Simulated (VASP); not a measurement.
# SiO2 (I4/mmm) in VASP: electric field gradients with PBE

Aim: the electric field gradients of SiO2 with PBE.

Program: VASP 6.6.1. These are calculated values, not measurements. Logs are shortened: lines on timing, memory, paths and dates and some standing lists are left out, and cuts for length are marked.

### 1 The cell of the first run

The structure is tetragonal, space group I4/mmm (No. 139). The conventional cell has a = 8.944 Å, b = 8.944 Å, c = 5.224 Å, α = 90.00°, β = 90.00°, γ = 90.00°. Within 2.1 Å of Si (site symmetry m2m) lie 4 O at 1.60 to 1.61 Å. O (site symmetry m2m) has 2 Si at 1.61 Å within 2.1 Å. Within 2.1 Å of O (site symmetry 2/m) lie 2 Si at 1.60 Å.

### 2 Electric field gradients, PBE

File INCAR:

```
SYSTEM = SiO2
PREC     = Accurate       ! precision mode
ENCUT    = 520            ! plane-wave cutoff, eV
EDIFF    = 1E-8           ! SCF threshold, eV
ISMEAR   = -1             ! smearing method
SIGMA    = 0.05           ! smearing width, eV
LREAL    = .False.        ! projectors in reciprocal space
LASPH    = .True.         ! aspherical terms in the spheres
NELM     = 100            ! most SCF steps
ALGO     = Normal         ! electronic algorithm
ISIF     = 2              ! what is computed and relaxed
LWAVE    = .False.        ! write WAVECAR
LCHARG   = .False.        ! write CHGCAR
GGA      = PE             ! functional
LEFG     = .True.       
NBANDS   = 44             ! bands
```

File KPOINTS:

```
regular mesh
0
Gamma
  6 6 6
  0 0 0
```

File POSCAR:

```
SiO2
1.0
   -4.4720405200      4.4720405200      2.6117703500
    4.4720405200     -4.4720405200      2.6117703500
    4.4720405200      4.4720405200     -2.6117703500
Si O
4 8
Direct
    0.8231114200      0.8231114200      0.6462228400
    0.1768885800      0.8231114200      0.0000000000
    0.8231114200      0.1768885800      0.0000000000
    0.1768885800      0.1768885800      0.3537771600
    0.0000000000      0.7914513400      0.7914513400
    0.2085486600      0.0000000000      0.2085486600
    0.7914513400      0.0000000000      0.7914513400
    0.0000000000      0.2085486600      0.2085486600
    0.0000000000      0.0000000000      0.5000000000
    0.5000000000      0.0000000000      0.0000000000
    0.0000000000      0.5000000000      0.0000000000
    0.5000000000      0.5000000000      0.5000000000
```

Potentials or basis: VASP PAW PBE potentials, release 64 (Si, O).

The run is started by

```sh
cat potpaw_PBE.64/Si/POTCAR potpaw_PBE.64/O/POTCAR > POTCAR
mpirun -np 1 vasp_std > vasp.out
```

OUTCAR:

```text
SYSTEM = SiO2
   PREC = Accurate
   ENCUT = 520
   EDIFF = 1E-8
   ISMEAR = -1
   LREAL = .False.
   LASPH = .True.
   NELM = 100
   ISIF = 2
   GGA = PE

 ion  position               nearest neighbor table
   1  0.823  0.823  0.646-   9 1.60  12 1.60   5 1.61   7 1.61
   2  0.177  0.823  0.000-  10 1.60  11 1.60   5 1.61   6 1.61
   3  0.823  0.177  0.000-  11 1.60  10 1.60   7 1.61   8 1.61
   4  0.177  0.177  0.354-  12 1.60   9 1.60   6 1.61   8 1.61
   5  0.000  0.791  0.791-   1 1.61   2 1.61
   6  0.209  0.000  0.209-   2 1.61   4 1.61
   7  0.791  0.000  0.791-   1 1.61   3 1.61
   8  0.000  0.209  0.209-   3 1.61   4 1.61
   9  0.000  0.000  0.500-   1 1.60   4 1.60
  10  0.500  0.000  0.000-   2 1.60   3 1.60
  11  0.000  0.500  0.000-   3 1.60   2 1.60
  12  0.500  0.500  0.500-   4 1.60   1 1.60

  LATTYP: Found a body centered tetragonal cell.
 ALAT       =     8.9440810400
 C/A-ratio  =     0.5840220674

  Lattice vectors:

 A1 = (  -4.4720405200,   4.4720405200,   2.6117703500)
 A2 = (   4.4720405200,  -4.4720405200,   2.6117703500)
 A3 = (   4.4720405200,   4.4720405200,  -2.6117703500)

Analysis of symmetry for initial positions (statically):
=====================================================================
 Subroutine PRICEL returns:
 Original cell was already a primitive cell.

 Routine SETGRP: Setting up the symmetry group for a
 body centered tetragonal supercell.

 Subroutine GETGRP returns: Found 16 space group operations
 (whereof 16 operations were pure point group operations)
 out of a pool of 16 trial point group operations.

The static configuration has the point symmetry D_4h.

Analysis of symmetry for dynamics (positions and initial velocities):
=====================================================================
 Subroutine PRICEL returns:
 Original cell was already a primitive cell.

 Routine SETGRP: Setting up the symmetry group for a
 body centered tetragonal supercell.

 Subroutine GETGRP returns: Found 16 space group operations
 (whereof 16 operations were pure point group operations)
 out of a pool of 16 trial point group operations.

The dynamic configuration has the point symmetry D_4h.

 Subroutine INISYM returns: Found 16 space group operations
 (whereof 16 operations are pure point group operations),
 and found     1 'primitive' translations

----------------------------------------------------------------------------------------

                                     Primitive cell

  volume of cell :     208.9327

  direct lattice vectors                    reciprocal lattice vectors
    -4.472040520  4.472040520  2.611770350     0.000000000  0.111805785  0.191441028
     4.472040520 -4.472040520  2.611770350     0.111805785  0.000000000  0.191441028
     4.472040520  4.472040520 -2.611770350     0.111805785  0.111805785  0.000000000

  length of vectors
     6.842487646  6.842487646  6.842487646     0.221698445  0.221698445  0.158117257

  position of ions in fractional coordinates (direct lattice)
     0.823111420  0.823111420  0.646222840
     0.176888580  0.823111420  0.000000000
     0.823111420  0.176888580  0.000000000
     0.176888580  0.176888580  0.353777160
     0.000000000  0.791451340  0.791451340
     0.208548660  0.000000000  0.208548660
     0.791451340  0.000000000  0.791451340
     0.000000000  0.208548660  0.208548660
     0.000000000  0.000000000  0.500000000
     0.500000000  0.000000000  0.000000000
     0.000000000  0.500000000  0.000000000
     0.500000000  0.500000000  0.500000000

  ion indices of the primitive-cell ions
   primitive index   ion index
                 1           1
                 2           2
                 3           3
[... 100 lines left out ...]
     AMIX     =   0.40;   BMIX     =  1.00
     AMIX_MAG =   1.60;   BMIX_MAG =  1.00
  volume/ion in A,a.u.               =      17.41       117.50
  Fermi-wavevector in a.u.,A,eV,Ry     =   1.103569  2.085442 16.570042  1.217864
  Thomas-Fermi vector in A             =   2.240029
   LORBIT       =      0    0 simple, 1 ext, 2 COOP (PROOUT), +10 PAW based schemes
   GGA     = PE    functional components
   LHFCALC =     F    Hartree Fock is set to
   AEXX    =    0.0000 exact exchange contribution
   IVDW    =     0    specifies the selected vdW correction
   LEPSILON=     F    determine dielectric tensor
   LRPA    =     F    only Hartree local field effects (RPA)
 non-spin polarized calculation
  energy-cutoff  :      520.00
  volume of cell :      208.93
 maximum number of plane-waves:      5658
 NGX is ok and might be reduce to    54
   NGX = 25   NGY = 25   NGZ = 25

 number of electron      64.0000008 magnetization

 Free energy of the ion-electron system (eV)
  ---------------------------------------------------
  ext. energy  EPLUGINS =         0.00000000
  ---------------------------------------------------
  free energy    TOTEN  =       -94.79561056 eV

  energy without entropy =      -94.79561056  energy(sigma->0) =      -94.79561056

 E-fermi :   0.0735     XC(G=0):  -7.3385

 val. band max:       -1.0633563383   @ k =   0.5000   0.5000   0.5000
 cond. band min:       4.3900107219   @ k =   0.0000   0.0000   0.0000
 fundamental gap:      5.4533670602
 Fermi energy:         0.0734661376

 k-point     1 :       0.0000    0.0000    0.0000
  band No.  band energies     occupation
      1     -20.5467      2.00000
      2     -19.6822      2.00000
      3     -19.1393      2.00000
      4     -19.1393      2.00000
      5     -18.5438      2.00000
      6     -18.5078      2.00000
[... 1117 lines left out ...]
     43      10.0213      0.00000
     44      10.1897      0.00000

 [... further k-points ...]

------------------------ aborting loop because EDIFF is reached ----------------------------------------

  FORCE on cell =-STRESS in cart. coord.  units (eV):
  Direction    XX          YY          ZZ          XY          YZ          ZX
  --------------------------------------------------------------------------------------
  -------------------------------------------------------------------------------------
  Total        4.7592009      4.7592009      5.0150371      0.0000000      0.0000000      0.0000000
  in kB       36.4954045     36.4954045     38.4572561      0.0000000      0.0000000      0.0000000
  external PRESSURE =      37.1493550 kB  Pullay stress =       0.0000000 kB

 VOLUME and BASIS-vectors are now :
 -----------------------------------------------------------------------------
  energy-cutoff  :      520.00
  volume of cell :      208.93
      direct lattice vectors                 reciprocal lattice vectors
    -4.472040520  4.472040520  2.611770350     0.000000000  0.111805785  0.191441028
     4.472040520 -4.472040520  2.611770350     0.111805785  0.000000000  0.191441028
     4.472040520  4.472040520 -2.611770350     0.111805785  0.111805785  0.000000000

 POSITION                                       TOTAL-FORCE (eV/Angst)
 -----------------------------------------------------------------------------------
      2.88993      2.88993      2.61177         0.011951      0.011951      0.000000
      2.88993     -2.88993      2.61177         0.011951     -0.011951     -0.000000
     -2.88993      2.88993      2.61177        -0.011951      0.011951      0.000000
      1.58211      1.58211      0.00000        -0.011951     -0.011951     -0.000000
      7.07880      0.00000      0.00000        -0.204344      0.000000     -0.000000
      0.00000      1.86528      0.00000         0.000000      0.204344     -0.000000
      0.00000      7.07880      0.00000        -0.000000     -0.204344     -0.000000
      1.86528      0.00000      0.00000         0.204344      0.000000     -0.000000
      2.23602      2.23602     -1.30589         0.000000      0.000000     -0.000000
     -2.23602      2.23602      1.30589        -0.000000      0.000000     -0.000000
      2.23602     -2.23602      1.30589         0.000000      0.000000     -0.000000
      2.23602      2.23602      1.30589        -0.000000      0.000000     -0.000000
 -----------------------------------------------------------------------------------
    total drift:                               -0.000000     -0.000000      0.000000

  FREE ENERGIE OF THE ION-ELECTRON SYSTEM (eV)
  ---------------------------------------------------
  free  energy   TOTEN  =       -94.7956105600 eV

  energy  without entropy=      -94.7956105600  energy(sigma->0) =      -94.79561056

 Electric field gradients (V/A^2)
---------------------------------------------------------------------
 ion       V_xx      V_yy      V_zz      V_xy      V_xz      V_yz
---------------------------------------------------------------------
   1       0.342     0.342    -0.685    -4.384    -0.000    -0.000
   2       0.342     0.342    -0.685     4.384    -0.000    -0.000
   3       0.342     0.342    -0.685     4.384    -0.000    -0.000
   4       0.342     0.342    -0.685    -4.384    -0.000    -0.000
   5     -44.427    93.864   -49.437    -0.001    -0.000     0.000
   6      93.864   -44.427   -49.437    -0.001     0.000    -0.000
   7      93.864   -44.427   -49.437    -0.001     0.000    -0.000
   8     -44.427    93.864   -49.437    -0.001    -0.000     0.000
   9     -24.290   -24.290    48.580    24.771   -48.876   -48.876
  10     -24.290   -24.290    48.579   -24.763   -48.876    48.884
  11     -24.290   -24.290    48.579   -24.763    48.884   -48.876
  12     -24.290   -24.290    48.580    24.771    48.884    48.884
---------------------------------------------------------------------

 Electric field gradients after diagonalization (V/A^2)
 (convention: |V_zz| > |V_xx| > |V_yy|)
----------------------------------------------------------------------
 ion       V_xx      V_yy      V_zz     asymmetry (V_yy - V_xx)/ V_zz
----------------------------------------------------------------------
   1      -4.042    -0.685     4.727       0.710
   2      -4.042    -0.685     4.727       0.710
   3      -4.042    -0.685     4.727       0.710
   4      -4.042    -0.685     4.727       0.710
   5     -49.437   -44.427    93.864       0.053
   6     -49.437   -44.427    93.864       0.053
   7     -49.437   -44.427    93.864       0.053
   8     -49.437   -44.427    93.864       0.053
   9     -49.061   -48.654    97.716       0.004
  10     -49.052   -48.665    97.718       0.004
  11     -49.052   -48.665    97.718       0.004
  12     -49.061   -48.665    97.726       0.004
----------------------------------------------------------------------

           NMR quadrupolar parameters

 Cq : quadrupolar parameter    Cq=e*Q*V_zz/h
 eta: asymmetry parameters     (V_yy - V_xx)/ V_zz
 Q  : nuclear electric quadrupole moment in mb (millibarn)
----------------------------------------------------------------------
 ion       Cq(MHz)       eta       Q (mb)
----------------------------------------------------------------------
   1       0.011       0.710       1.000
   2       0.011       0.710       1.000
   3       0.011       0.710       1.000
   4       0.011       0.710       1.000
   5       0.227       0.053       1.000
   6       0.227       0.053       1.000
   7       0.227       0.053       1.000
   8       0.227       0.053       1.000
   9       0.236       0.004       1.000
  10       0.236       0.004       1.000
  11       0.236       0.004       1.000
  12       0.236       0.004       1.000
----------------------------------------------------------------------
```

It took 11 min on 1 thread of AMD EPYC 7R43 (Zen 3), shared host; peak memory 0.43 GiB.

What came out:

```yaml
Free_energy: -94.7956 eV
Pressure: 3.7 GPa
Largest_force: 0.204 eV/Å
Band_gap_on_the_k_mesh: 5.45 eV, indirect (least direct gap 5.46 eV)
```

Forces on the atoms (eV/Å):
```
Si   0.012  0.012  0.000
Si   0.012 -0.012  0.000
Si  -0.012  0.012  0.000
Si  -0.012 -0.012  0.000
O   -0.204  0.000  0.000
O    0.000  0.204  0.000
O    0.000 -0.204  0.000
O    0.204  0.000  0.000
O    0.000  0.000  0.000
O    0.000  0.000  0.000
O    0.000  0.000  0.000
O    0.000  0.000  0.000
```

Stress tensor (GPa, compression positive):
```
3.65 0.00 0.00
0.00 3.65 0.00
0.00 0.00 3.85
```

Levels at points of the mesh, in eV from the valence-band top:
| k point | band 28 | band 29 | band 30 | band 31 | band 32 | band 33 | band 34 | band 35 | band 36 | band 37 |
| --- | --- | --- | --- | --- | --- | --- | --- | --- | --- | --- |
| (0.00, 0.00, 0.00) | -1.36 | -0.82 | -0.67 | -0.01 | -0.01 | 5.45 | 8.36 | 8.61 | 8.89 | 9.21 |
| (0.50, 0.00, 0.00) | -1.13 | -1.10 | -0.77 | -0.59 | -0.24 | 7.68 | 7.75 | 8.65 | 8.96 | 9.29 |
| (0.50, 0.50, 0.00) | -0.75 | -0.45 | -0.38 | -0.37 | -0.24 | 6.60 | 6.96 | 8.69 | 8.92 | 9.55 |
| (0.50, 0.50, 0.50) | -1.01 | -1.01 | -0.17 | 0.00 | 0.00 | 7.63 | 7.67 | 7.67 | 8.03 | 8.71 |

Electric field gradients, principal values (V/Å²):
| atom | least | middle | greatest (by size) |
| --- | --- | --- | --- |
| 1 Si | -0.685 | -4.042 | 4.727 |
| 2 Si | -0.685 | -4.042 | 4.727 |
| 3 Si | -0.685 | -4.042 | 4.727 |
| 4 Si | -0.685 | -4.042 | 4.727 |
| 5 O | -44.427 | -49.437 | 93.864 |
| 6 O | -44.427 | -49.437 | 93.864 |
| 7 O | -44.427 | -49.437 | 93.864 |
| 8 O | -44.427 | -49.437 | 93.864 |
| 9 O | -48.654 | -49.061 | 97.716 |
| 10 O | -48.665 | -49.052 | 97.718 |
| 11 O | -48.665 | -49.052 | 97.718 |
| 12 O | -48.665 | -49.061 | 97.726 |

Caveat: without QUAD_EFG the Cq values of the log hold for a quadrupole moment of 1 mb, not for the nuclei.
